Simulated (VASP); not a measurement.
# KCl (Fm-3m) in VASP: single point with PBE

Aim: the single point of KCl with PBE.

All numbers are computed with VASP 6.6.1; they aren't measurements. Logs are shortened: lines on timing, memory, paths and dates and some standing lists are left out, and cuts for length are marked.

**1. The cell of the first run**

The structure is cubic, space group Fm-3m (No. 225). The conventional cell has a = 6.407 Å, b = 6.407 Å, c = 6.407 Å, α = 90.00°, β = 90.00°, γ = 90.00°. K (site symmetry m-3m) has 6 Cl at 3.20 Å within 4.2 Å. Within 4.2 Å of Cl (site symmetry m-3m) lie 6 K at 3.20 Å.

**2. Single point, PBE (I replaced by Cl, lengths x 0.935, strained)**

INCAR reads:

```
SYSTEM = KCl
  ALGO = Normal
  EDIFF = 1E-7
  ENCUT = 520
  GGA = PE
  ISIF = 2
  ISMEAR = 0
  LASPH = .True.
  LCHARG = .True.
  LELF = .True.
  LREAL = .False.
  LVHAR = .True.
  LWAVE = .False.
  NBANDS = 15
  NELM = 60
  PREC = Accurate
  SIGMA = 0.02
```

KPOINTS reads:

```
k-points
0
Gamma
  6 6 6
  0 0 0
```

POSCAR reads:

```
KCl
1.0
    0.0000000000      3.2037127487      3.2037127487
    3.2037127487      0.0000000000      3.2037127487
    3.2037127487      3.2037127487      0.0000000000
K Cl
1 1
Direct
    0.0000000000      0.0000000000      0.0000000000
    0.5000000000      0.5000000000      0.5000000000
```

Potentials or basis: VASP PAW PBE potentials, release 64 (K_sv, Cl).

Run with:

```console
cat potpaw_PBE.64/K_sv/POTCAR potpaw_PBE.64/Cl/POTCAR > POTCAR
mpirun -np 1 vasp_std > vasp.out
```

OUTCAR:

```text
SYSTEM = KCl
   EDIFF = 1E-7
   ENCUT = 520
   GGA = PE
   ISIF = 2
   ISMEAR = 0
   LASPH = .True.
   LREAL = .False.
   NELM = 60
   PREC = Accurate

 ion  position               nearest neighbor table
   1  0.000  0.000  0.000-   2 3.20   2 3.20   2 3.20   2 3.20   2 3.20   2 3.20
   2  0.500  0.500  0.500-   1 3.20   1 3.20   1 3.20   1 3.20   1 3.20   1 3.20

  LATTYP: Found a face centered cubic cell.
 ALAT       =     6.4074254974

  Lattice vectors:

 A1 = (   0.0000000000,   3.2037127487,   3.2037127487)
 A2 = (   3.2037127487,   0.0000000000,   3.2037127487)
 A3 = (   3.2037127487,   3.2037127487,   0.0000000000)

Analysis of symmetry for initial positions (statically):
=====================================================================
 Subroutine PRICEL returns:
 Original cell was already a primitive cell.

 Routine SETGRP: Setting up the symmetry group for a
 face centered cubic supercell.

 Subroutine GETGRP returns: Found 48 space group operations
 (whereof 48 operations were pure point group operations)
 out of a pool of 48 trial point group operations.

The static configuration has the point symmetry O_h .

Analysis of symmetry for dynamics (positions and initial velocities):
=====================================================================
 Subroutine PRICEL returns:
 Original cell was already a primitive cell.

 Routine SETGRP: Setting up the symmetry group for a
 face centered cubic supercell.

 Subroutine GETGRP returns: Found 48 space group operations
 (whereof 48 operations were pure point group operations)
 out of a pool of 48 trial point group operations.

The dynamic configuration has the point symmetry O_h .

 Subroutine INISYM returns: Found 48 space group operations
 (whereof 48 operations are pure point group operations),
 and found     1 'primitive' translations

----------------------------------------------------------------------------------------

                                     Primitive cell

  volume of cell :      65.7644

  direct lattice vectors                    reciprocal lattice vectors
     0.000000000  3.203712749  3.203712749    -0.156068924  0.156068924  0.156068924
     3.203712749  0.000000000  3.203712749     0.156068924 -0.156068924  0.156068924
     3.203712749  3.203712749  0.000000000     0.156068924  0.156068924 -0.156068924

  length of vectors
     4.530734019  4.530734019  4.530734019     0.270319305  0.270319305  0.270319305

  position of ions in fractional coordinates (direct lattice)
     0.000000000  0.000000000  0.000000000
     0.500000000  0.500000000  0.500000000

  ion indices of the primitive-cell ions
   primitive index   ion index
                 1           1
                 2           2

----------------------------------------------------------------------------------------

 KPOINTS: k-points

Automatic generation of k-mesh.
 Grid dimensions read from file:
 generate k-points for:    6    6    6

 Generating k-lattice:

  Cartesian coordinates                     Fractional coordinates (reciprocal lattice)
    -0.026011487  0.026011487  0.026011487     0.166666667  0.000000000  0.000000000
     0.026011487 -0.026011487  0.026011487     0.000000000  0.166666667  0.000000000
     0.026011487  0.026011487 -0.026011487     0.000000000  0.000000000  0.166666667

  Length of vectors
     0.045053218  0.045053218  0.045053218

  Shift w.r.t. Gamma in fractional coordinates (k-lattice)
     0.000000000  0.000000000  0.000000000

 Subroutine IBZKPT returns following result:
 ===========================================

 Found     16 irreducible k-points:

 Following reciprocal coordinates:
            Coordinates               Weight
  0.000000  0.000000  0.000000      1.000000
  0.166667  0.000000  0.000000      8.000000
  0.333333  0.000000  0.000000      8.000000
  0.500000  0.000000  0.000000      4.000000
  0.166667  0.166667  0.000000      6.000000
  0.333333  0.166667  0.000000     24.000000
[... 8 lines left out ...]
 -0.333333  0.333333  0.166667     24.000000
 -0.333333  0.500000  0.166667     12.000000
   k-points           NKPTS =     16   k-points in BZ     NKDIM =     16   number of bands    NBANDS=     15
   number of dos      NEDOS =    301   number of ions     NIONS =      2
   total plane-waves  NPLWV =  46656
   dimension x,y,z NGX =    36 NGY =   36 NGZ =   36
   dimension x,y,z NGXF=    72 NGYF=   72 NGZF=   72
   ions per type =               1   1
   NGX,Y,Z   is equivalent  to a cutoff of  13.21, 13.21, 13.21 a.u.
   NGXF,Y,Z  is equivalent  to a cutoff of  26.42, 26.42, 26.42 a.u.
 SYSTEM =  KCl
   PREC   = accura    normal or accurate (medium, high low for compatibility)
   ISTART =      0    job   : 0-new  1-cont  2-samecut
   ICHARG =      2    charge: 1-file 2-atom 10-const
   ISPIN  =      1    spin polarized calculation?
   LNONCOLLINEAR =      F non collinear calculations
   LSORBIT =      F    spin-orbit coupling
   LASPH  =      T    aspherical Exc in radial PAW
   ENCUT  =  520.0 eV  38.22 Ry    6.18 a.u.   8.42  8.42  8.42*2*pi/ulx,y,z
   NELM   =     60;   NELMIN=  2; NELMDL= -5     # of ELM steps
   EDIFF  = 0.1E-06   stopping-criterion for ELM
   LREAL  =      F    real-space projection
   EDIFFG = 0.1E-05   stopping-criterion for IOM
   NSW    =      0    number of steps for IOM
   IBRION =     -1    ionic relax: 0-MD 1-quasi-New 2-CG
   NFREE  =      0    steps in history (QN), initial steepest desc. (CG)
   ISIF   =      2    stress and relaxation
   ISYM   =      2    0-nonsym 1-usesym 2-fastsym
   POTIM  = 0.5000    time-step for ionic-motion
   TEBEG  =    0.0;   TEEND  =   0.0 temperature during run
   PSTRESS=    0.0 pullay stress
   NELECT =      16.0000    total number of electrons
   NUPDOWN=      -1.0000    fix difference up-down
   EMIN   =  10.00;   EMAX   =-10.00  energy-range for DOS
   EFERMI =   0.00;   METHOD = LEGACY
   ISMEAR =     0;   SIGMA  =   0.02  broadening in eV -4-tet -1-fermi 0-gaus
   EFERMI_NEDOS =   21; number of points for ismear=-14 and -15
   IALGO  =     38    algorithm
   IMIX   =      4    mixing-type and parameters
     AMIX     =   0.40;   BMIX     =  1.00
     AMIX_MAG =   1.60;   BMIX_MAG =  1.00
  volume/ion in A,a.u.               =      32.88       221.90
  Fermi-wavevector in a.u.,A,eV,Ry     =   1.022001  1.931302 14.211091  1.044486
  Thomas-Fermi vector in A             =   2.155656
   LORBIT       =      0    0 simple, 1 ext, 2 COOP (PROOUT), +10 PAW based schemes
   GGA     = PE    functional components
   LHFCALC =     F    Hartree Fock is set to
   AEXX    =    0.0000 exact exchange contribution
   IVDW    =     0    specifies the selected vdW correction
   LEPSILON=     F    determine dielectric tensor
   LRPA    =     F    only Hartree local field effects (RPA)
 non-spin polarized calculation
 Gauss-broadening in eV      SIGMA  =   0.02
  energy-cutoff  :      520.00
  volume of cell :       65.76
 maximum number of plane-waves:      1807
 NGX is ok and might be reduce to    36
   NGX = 17   NGY = 17   NGZ = 17

 number of electron      15.9999998 magnetization

 Free energy of the ion-electron system (eV)
  ---------------------------------------------------
  ext. energy  EPLUGINS =         0.00000000
  ---------------------------------------------------
  free energy    TOTEN  =        -6.81080348 eV

  energy without entropy =       -6.81080348  energy(sigma->0) =       -6.81080348

 E-fermi :  -1.8887     XC(G=0):  -7.3207

 val. band max:       -2.0482583740   @ k =   0.0000   0.0000   0.0000
 cond. band min:       2.9574790344   @ k =   0.0000   0.0000   0.0000
 fundamental gap:      5.0057374085
 Fermi energy:        -1.8887402022

 k-point     1 :       0.0000    0.0000    0.0000
  band No.  band energies     occupation
      1     -29.3818      2.00000
      2     -14.1080      2.00000
      3     -12.8414      2.00000
      4     -12.8414      2.00000
      5     -12.8414      2.00000
      6      -2.0483      2.00000
      7      -2.0483      2.00000
      8      -2.0483      2.00000
      9       2.9575      0.00000
     10       6.2963      0.00000
     11       6.2963      0.00000
     12       6.2963      0.00000
     13       7.1436      0.00000
     14       7.1436      0.00000
     15      10.7377      0.00000

 k-point     2 :       0.1667    0.0000    0.0000
  band No.  band energies     occupation
      1     -29.3798      2.00000
      2     -14.1546      2.00000
      3     -12.8434      2.00000
      4     -12.8434      2.00000
      5     -12.7833      2.00000
      6      -2.3345      2.00000
      7      -2.1227      2.00000
      8      -2.1227      2.00000
      9       3.5621      0.00000
     10       6.1151      0.00000
     11       6.6218      0.00000
     12       6.6218      0.00000
     13       7.4832      0.00000
     14       7.4832      0.00000
     15      11.5752      0.00000

 k-point     3 :       0.3333    0.0000    0.0000
  band No.  band energies     occupation
      1     -29.3758      2.00000
      2     -14.2377      2.00000
      3     -12.8475      2.00000
      4     -12.8475      2.00000
      5     -12.6769      2.00000
      6      -2.8075      2.00000
      7      -2.2646      2.00000
      8      -2.2646      2.00000
      9       4.7816      0.00000
     10       6.1000      0.00000
     11       7.5019      0.00000
     12       7.5019      0.00000
     13       8.3461      0.00000
     14       8.3461      0.00000
     15      10.4461      0.00000

 k-point     4 :       0.5000    0.0000    0.0000
  band No.  band energies     occupation
      1     -29.3738      2.00000
      2     -14.2754      2.00000
      3     -12.8495      2.00000
      4     -12.8495      2.00000
      5     -12.6273      2.00000
      6      -3.0116      2.00000
      7      -2.3323      2.00000
      8      -2.3323      2.00000
      9       5.3834      0.00000
     10       6.3341      0.00000
     11       8.2973      0.00000
     12       8.2973      0.00000
     13       9.1642      0.00000
     14       9.1642      0.00000
     15       9.7216      0.00000
[... 163 lines left out ...]
 k-point    14 :       0.5000    0.3333    0.1667
  band No.  band energies     occupation
      1     -29.3733      2.00000
      2     -14.1649      2.00000
      3     -12.8906      2.00000
      4     -12.8696      2.00000
      5     -12.7432      2.00000
      6      -2.7401      2.00000
      7      -2.3299      2.00000
      8      -2.3295      2.00000
      9       5.4399      0.00000
     10       5.5404      0.00000
     11       7.7066      0.00000
     12       8.3495      0.00000
     13       8.3965      0.00000
     14       8.6651      0.00000
     15       9.4796      0.00000

 k-point    15 :      -0.3333    0.3333    0.1667
  band No.  band energies     occupation
      1     -29.3720      2.00000
      2     -14.1538      2.00000
      3     -12.9031      2.00000
      4     -12.8881      2.00000
      5     -12.7383      2.00000
      6      -2.7033      2.00000
      7      -2.4544      2.00000
      8      -2.3683      2.00000
      9       5.7947      0.00000
     10       6.0295      0.00000
     11       7.4489      0.00000
     12       7.7355      0.00000
     13       8.9432      0.00000
     14       9.4431      0.00000
     15       9.6032      0.00000

 k-point    16 :      -0.3333    0.5000    0.1667
  band No.  band energies     occupation
      1     -29.3714      2.00000
      2     -14.0865      2.00000
      3     -12.9380      2.00000
      4     -12.9035      2.00000
      5     -12.7918      2.00000
      6      -2.5862      2.00000
      7      -2.4314      2.00000
      8      -2.3847      2.00000
      9       5.1874      0.00000
     10       6.7107      0.00000
     11       6.7684      0.00000
     12       7.8917      0.00000
     13       8.7157      0.00000
     14       9.4407      0.00000
     15       9.9421      0.00000

------------------------ aborting loop because EDIFF is reached ----------------------------------------

  FORCE on cell =-STRESS in cart. coord.  units (eV):
  Direction    XX          YY          ZZ          XY          YZ          ZX
  --------------------------------------------------------------------------------------
  -------------------------------------------------------------------------------------
  Total       -0.0736241     -0.0736241     -0.0736241     -0.0000000      0.0000000     -0.0000000
  in kB       -1.7936595     -1.7936595     -1.7936595     -0.0000000      0.0000000     -0.0000000
  external PRESSURE =      -1.7936595 kB  Pullay stress =       0.0000000 kB

 VOLUME and BASIS-vectors are now :
 -----------------------------------------------------------------------------
  energy-cutoff  :      520.00
  volume of cell :       65.76
      direct lattice vectors                 reciprocal lattice vectors
     0.000000000  3.203712749  3.203712749    -0.156068924  0.156068924  0.156068924
     3.203712749  0.000000000  3.203712749     0.156068924 -0.156068924  0.156068924
     3.203712749  3.203712749  0.000000000     0.156068924  0.156068924 -0.156068924

 POSITION                                       TOTAL-FORCE (eV/Angst)
 -----------------------------------------------------------------------------------
      0.00000      0.00000      0.00000        -0.000000     -0.000000     -0.000000
      3.20371      3.20371      3.20371         0.000000      0.000000      0.000000
 -----------------------------------------------------------------------------------
    total drift:                                0.000000      0.000000      0.000000

  FREE ENERGIE OF THE ION-ELECTRON SYSTEM (eV)
  ---------------------------------------------------
  free  energy   TOTEN  =        -6.8108034820 eV

  energy  without entropy=       -6.8108034820  energy(sigma->0) =       -6.81080348
```

It took 33 s on 1 thread of Intel Xeon 8259CL, shared host; peak memory 0.21 GiB.

What came out:

```
Free energy            : -6.8108 eV
Pressure               : -0.2 GPa
Band gap on the k mesh : 5.01 eV, direct
```

Caveat: the cell differs from its parent crystal (I replaced by Cl, lengths x 0.935, strained).
